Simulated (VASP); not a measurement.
# InP (I4/mmm) in VASP: notebook, part 2 of 2

VASP 6.6.1.

### Step 5. Single point, PBEsol

This run uses another cell than the first one, of the same volume but with other edges.

Input file INCAR:

```
SYSTEM = InP
PREC = Accurate ; ENCUT = 520
EDIFF = 1E-6 ; ISMEAR = 0
SIGMA = 0.15 ; LREAL = .False.
LASPH = .True. ; NELM = 60
ALGO = Normal ; ISIF = 2
LWAVE = .False. ; LCHARG = .True.
GGA = PS ; LELF = .True.
LVHAR = .True. ; NBANDS = 16
```

Input file KPOINTS:

```
regular mesh
0
Gamma
  16 16 16
  0 0 0
```

Input file POSCAR:

```
InP
1.0
    0.0000000000      2.6866578625      3.2239894349
    2.6866578625      0.0000000000      3.2239894349
    2.6866578625      2.6866578625      0.0000000000
In P
1 1
Direct
    0.0000000000      0.0000000000      0.0000000000
    0.5000000000      0.5000000000      0.5000000000
```

Potentials or basis: VASP PAW PBE potentials, release 64 (In_d, P).

Started as:

```bash
> cat potpaw_PBE.64/In_d/POTCAR potpaw_PBE.64/P/POTCAR > POTCAR
> mpirun -np 1 vasp_std > vasp.out
```

OUTCAR:

```text
SYSTEM = InP
   PREC = Accurate
   ENCUT = 520
   EDIFF = 1E-6
   ISMEAR = 0
   LREAL = .False.
   LASPH = .True.
   NELM = 60
   ISIF = 2
   GGA = PS

 ion  position               nearest neighbor table
   1  0.000  0.000  0.000-   2 2.69   2 2.69   2 2.69   2 2.69   2 3.22   2 3.22
   2  0.500  0.500  0.500-   1 2.69   1 2.69   1 2.69   1 2.69   1 3.22   1 3.22

  LATTYP: Found a body centered tetragonal cell.
 ALAT       =     3.7995079866
 C/A-ratio  =     1.6970562748

  Lattice vectors:

 A1 = (  -2.6866578625,   0.0000000000,   3.2239894349)
 A2 = (   2.6866578625,   0.0000000000,   3.2239894349)
 A3 = (   0.0000000000,   2.6866578625,  -3.2239894349)

Analysis of symmetry for initial positions (statically):
=====================================================================
 Subroutine PRICEL returns:
 Original cell was already a primitive cell.

 Routine SETGRP: Setting up the symmetry group for a
 body centered tetragonal supercell.

 Subroutine GETGRP returns: Found 16 space group operations
 (whereof 16 operations were pure point group operations)
 out of a pool of 16 trial point group operations.

The static configuration has the point symmetry D_4h.

Analysis of symmetry for dynamics (positions and initial velocities):
=====================================================================
 Subroutine PRICEL returns:
 Original cell was already a primitive cell.

 Routine SETGRP: Setting up the symmetry group for a
 body centered tetragonal supercell.

 Subroutine GETGRP returns: Found 16 space group operations
 (whereof 16 operations were pure point group operations)
 out of a pool of 16 trial point group operations.

The dynamic configuration has the point symmetry D_4h.

 Subroutine INISYM returns: Found 16 space group operations
 (whereof 16 operations are pure point group operations),
 and found     1 'primitive' translations

----------------------------------------------------------------------------------------

                                     Primitive cell

  volume of cell :      46.5424

  direct lattice vectors                    reciprocal lattice vectors
     0.000000000  2.686657863  3.223989435    -0.186104828  0.186104828  0.155087357
     2.686657863  0.000000000  3.223989435     0.186104828 -0.186104828  0.155087357
     2.686657863  2.686657863  0.000000000     0.186104828  0.186104828 -0.155087357

  length of vectors
     4.196693740  4.196693740  3.799507987     0.305486665  0.305486665  0.305486665

  position of ions in fractional coordinates (direct lattice)
     0.000000000  0.000000000  0.000000000
     0.500000000  0.500000000  0.500000000

  ion indices of the primitive-cell ions
   primitive index   ion index
                 1           1
                 2           2

----------------------------------------------------------------------------------------

 KPOINTS: regular mesh

Automatic generation of k-mesh.
 Grid dimensions read from file:
 generate k-points for:   16   16   16

 Generating k-lattice:

  Cartesian coordinates                     Fractional coordinates (reciprocal lattice)
    -0.011631552  0.011631552  0.009692960     0.062500000  0.000000000  0.000000000
     0.011631552 -0.011631552  0.009692960     0.000000000  0.062500000  0.000000000
     0.011631552  0.011631552 -0.009692960     0.000000000  0.000000000  0.062500000

  Length of vectors
     0.019092917  0.019092917  0.019092917

  Shift w.r.t. Gamma in fractional coordinates (k-lattice)
     0.000000000  0.000000000  0.000000000

 Subroutine IBZKPT returns following result:
 ===========================================

 Found    349 irreducible k-points:

 Following reciprocal coordinates:
            Coordinates               Weight
  0.000000  0.000000  0.000000      1.000000
  0.062500  0.000000  0.000000      8.000000
  0.125000  0.000000  0.000000      8.000000
  0.187500  0.000000  0.000000      8.000000
  0.250000  0.000000  0.000000      8.000000
  0.312500  0.000000  0.000000      8.000000
[... 16 lines left out ...]
 -0.125000  0.062500  0.000000      8.000000
 -0.062500  0.062500  0.000000      4.000000
 [... further k-points ...]
   k-points           NKPTS =    349   k-points in BZ     NKDIM =    349   number of bands    NBANDS=     16
   number of dos      NEDOS =    301   number of ions     NIONS =      2
   total plane-waves  NPLWV =  28672
   dimension x,y,z NGX =    32 NGY =   32 NGZ =   28
   dimension x,y,z NGXF=    64 NGYF=   64 NGZF=   56
   ions per type =               1   1
   NGX,Y,Z   is equivalent  to a cutoff of  12.68, 12.68, 12.25 a.u.
   NGXF,Y,Z  is equivalent  to a cutoff of  25.35, 25.35, 24.50 a.u.
 SYSTEM =  InP
   PREC   = accura    normal or accurate (medium, high low for compatibility)
   ISTART =      0    job   : 0-new  1-cont  2-samecut
   ICHARG =      2    charge: 1-file 2-atom 10-const
   ISPIN  =      1    spin polarized calculation?
   LNONCOLLINEAR =      F non collinear calculations
   LSORBIT =      F    spin-orbit coupling
   LASPH  =      T    aspherical Exc in radial PAW
   ENCUT  =  520.0 eV  38.22 Ry    6.18 a.u.   7.80  7.80  7.06*2*pi/ulx,y,z
   NELM   =     60;   NELMIN=  2; NELMDL= -5     # of ELM steps
   EDIFF  = 0.1E-05   stopping-criterion for ELM
   LREAL  =      F    real-space projection
   EDIFFG = 0.1E-04   stopping-criterion for IOM
   NSW    =      0    number of steps for IOM
   IBRION =     -1    ionic relax: 0-MD 1-quasi-New 2-CG
   NFREE  =      0    steps in history (QN), initial steepest desc. (CG)
   ISIF   =      2    stress and relaxation
   ISYM   =      2    0-nonsym 1-usesym 2-fastsym
   POTIM  = 0.5000    time-step for ionic-motion
   TEBEG  =    0.0;   TEEND  =   0.0 temperature during run
   PSTRESS=    0.0 pullay stress
   NELECT =      18.0000    total number of electrons
   NUPDOWN=      -1.0000    fix difference up-down
   EMIN   =  10.00;   EMAX   =-10.00  energy-range for DOS
   EFERMI =   0.00;   METHOD = LEGACY
   ISMEAR =     0;   SIGMA  =   0.15  broadening in eV -4-tet -1-fermi 0-gaus
   EFERMI_NEDOS =   21; number of points for ismear=-14 and -15
   IALGO  =     38    algorithm
   IMIX   =      4    mixing-type and parameters
     AMIX     =   0.40;   BMIX     =  1.00
     AMIX_MAG =   1.60;   BMIX_MAG =  1.00
  volume/ion in A,a.u.               =      23.27       157.04
  Fermi-wavevector in a.u.,A,eV,Ry     =   1.192750  2.253971 19.356375  1.422653
  Thomas-Fermi vector in A             =   2.328781
   LORBIT       =      0    0 simple, 1 ext, 2 COOP (PROOUT), +10 PAW based schemes
   GGA     = PS    functional components
   LHFCALC =     F    Hartree Fock is set to
   AEXX    =    0.0000 exact exchange contribution
   IVDW    =     0    specifies the selected vdW correction
   LEPSILON=     F    determine dielectric tensor
   LRPA    =     F    only Hartree local field effects (RPA)
 non-spin polarized calculation
 Gauss-broadening in eV      SIGMA  =   0.15
  energy-cutoff  :      520.00
  volume of cell :       46.54
 maximum number of plane-waves:      1274
   NGX = 15   NGY = 15   NGZ = 15

 number of electron      18.0000004 magnetization

 Free energy of the ion-electron system (eV)
  ---------------------------------------------------
  ext. energy  EPLUGINS =         0.00000000
  ---------------------------------------------------
  free energy    TOTEN  =        -8.48845364 eV

  energy without entropy =       -8.47501735  energy(sigma->0) =       -8.48173550

 E-fermi :   5.8905     XC(G=0): -10.0931

 val. band max:        5.8831382964   @ k =   0.3125   0.0625   0.1250
 cond. band min:       5.8935181849   @ k =  -0.1250   0.0000   0.0625
 fundamental gap:      0.0103798885
 Fermi energy:         5.8905342773

 k-point     1 :       0.0000    0.0000    0.0000
  band No.  band energies     occupation
      1      -8.3820      2.00000
      2      -8.3063      2.00000
      3      -8.2838      2.00000
      4      -8.2391      2.00000
      5      -8.2391      2.00000
      6      -5.6068      2.00000
[... 8 lines left out ...]
     15      13.5169      0.00000
     16      15.3745      0.00000
[... 419 lines left out ...]
 k-point    24 :      -0.0625    0.0625    0.0000
  band No.  band energies     occupation
      1      -8.3663      2.00000
      2      -8.2958      2.00000
      3      -8.2929      2.00000
      4      -8.2439      2.00000
      5      -8.2363      2.00000
      6      -5.4862      2.00000
[... 8 lines left out ...]
     15      13.6349      0.00000
     16      13.8152      0.00000

 [... further k-points ...]

------------------------ aborting loop because EDIFF is reached ----------------------------------------

  FORCE on cell =-STRESS in cart. coord.  units (eV):
  Direction    XX          YY          ZZ          XY          YZ          ZX
  --------------------------------------------------------------------------------------
  -------------------------------------------------------------------------------------
  Total       -0.7077817     -0.7077817     -2.8578446      0.0000000      0.0000000      0.0000000
  in kB      -24.3647276    -24.3647276    -98.3786507      0.0000000      0.0000000      0.0000000
  external PRESSURE =     -49.0360353 kB  Pullay stress =       0.0000000 kB

 VOLUME and BASIS-vectors are now :
 -----------------------------------------------------------------------------
  energy-cutoff  :      520.00
  volume of cell :       46.54
      direct lattice vectors                 reciprocal lattice vectors
     0.000000000  2.686657863  3.223989435    -0.186104828  0.186104828  0.155087357
     2.686657863  0.000000000  3.223989435     0.186104828 -0.186104828  0.155087357
     2.686657863  2.686657863  0.000000000     0.186104828  0.186104828 -0.155087357

 POSITION                                       TOTAL-FORCE (eV/Angst)
 -----------------------------------------------------------------------------------
      0.00000      0.00000      0.00000         0.000000     -0.000000     -0.000000
      2.68666      2.68666      3.22399        -0.000000      0.000000      0.000000
 -----------------------------------------------------------------------------------
    total drift:                                0.000000     -0.000000     -0.000000

  FREE ENERGIE OF THE ION-ELECTRON SYSTEM (eV)
  ---------------------------------------------------
  free  energy   TOTEN  =        -8.4884536440 eV

  energy  without entropy=       -8.4750173502  energy(sigma->0) =       -8.48173550
```

OSZICAR:

```text
N       E                     dE             d eps       ncg     rms          rms(c)
DAV:   1     0.107633307420E+03    0.10763E+03   -0.84105E+03 11288   0.128E+03
DAV:   2    -0.193566552620E+01   -0.10957E+03   -0.10487E+03 12416   0.300E+02
DAV:   3    -0.862467823531E+01   -0.66890E+01   -0.66064E+01 14648   0.709E+01
DAV:   4    -0.879099164292E+01   -0.16631E+00   -0.16618E+00 14272   0.117E+01
DAV:   5    -0.879851924273E+01   -0.75276E-02   -0.75274E-02 16616   0.219E+00    0.433E+00
DAV:   6    -0.850504872632E+01    0.29347E+00   -0.53373E-01 16688   0.124E+01    0.242E+00
DAV:   7    -0.849122609848E+01    0.13823E-01   -0.76711E-02 16128   0.245E+00    0.997E-01
DAV:   8    -0.848856236382E+01    0.26637E-02   -0.69659E-03 14896   0.976E-01    0.169E-01
DAV:   9    -0.848845096951E+01    0.11139E-03   -0.77160E-04 18336   0.386E-01    0.902E-02
DAV:  10    -0.848845070728E+01    0.26224E-06   -0.56909E-05 14304   0.690E-02    0.456E-02
DAV:  11    -0.848845386970E+01   -0.31624E-05   -0.12352E-05 14832   0.350E-02    0.800E-03
DAV:  12    -0.848845364400E+01    0.22570E-06   -0.12577E-06 11208   0.799E-03
   1 F= -.84884536E+01 E0= -.84817355E+01  d E =-.134363E-01
```

It took 78 s on 1 thread of Intel Xeon 6975P-C (Granite Rapids), shared host; peak memory 0.37 GiB.

Results:

* Free energy: -8.4885 eV
* Pressure: -4.9 GPa
* Band gap on the k mesh: zero (bands 9 and 10 overlap by 2.05 eV)

Caveat: the stress differs along the axes, from -10 to -2 GPa; the PAW data sets were made with another functional, which shifts forces and pressure a little; spin-orbit coupling is left out, which moves the levels of the heavy elements.

### Step 6. Overview

```csv
cell,gap on the mesh (eV),pressure (GPa)
"a = 3.925, b = 3.925, c = 4.532 Å, angles 54.7, 54.7, 70.5°, 2 atoms",none,8.6
"a = 4.405, b = 4.405, c = 3.597 Å, angles 65.9, 65.9, 48.2°, 2 atoms",none,3.1
"a = 3.956, b = 3.956, c = 4.262 Å, angles 57.4, 57.4, 65.2°, 2 atoms",none,-4.9
"a = 4.197, b = 4.197, c = 3.800 Å, angles 63.1, 63.1, 53.8°, 2 atoms",none,-4.9
```

Alike in all rows: task single point; level PBEsol; potentials or basis VASP PAW PBE potentials, release 64 (In_d, P); no spin polarisation; k mesh 16 × 16 × 16; cutoff (eV) 520; smearing gaussian 0.15 eV.

Caveats: the PAW data sets were made with another functional, which shifts forces and pressure a little; spin-orbit coupling is left out, which moves the levels of the heavy elements; the stress differs along the axes, from -8 to 41 GPa (at least some runs); the stress differs along the axes, from -6 to 8 GPa (at least some runs); the stress differs along the axes, from -10 to 5 GPa (at least some runs); the stress differs along the axes, from -10 to -2 GPa (at least some runs).

Total energies depend on the potentials used, so only differences within one code and one set of settings carry meaning.

The gap in the log of VASP goes by the Fermi energy; the results here count the filled bands.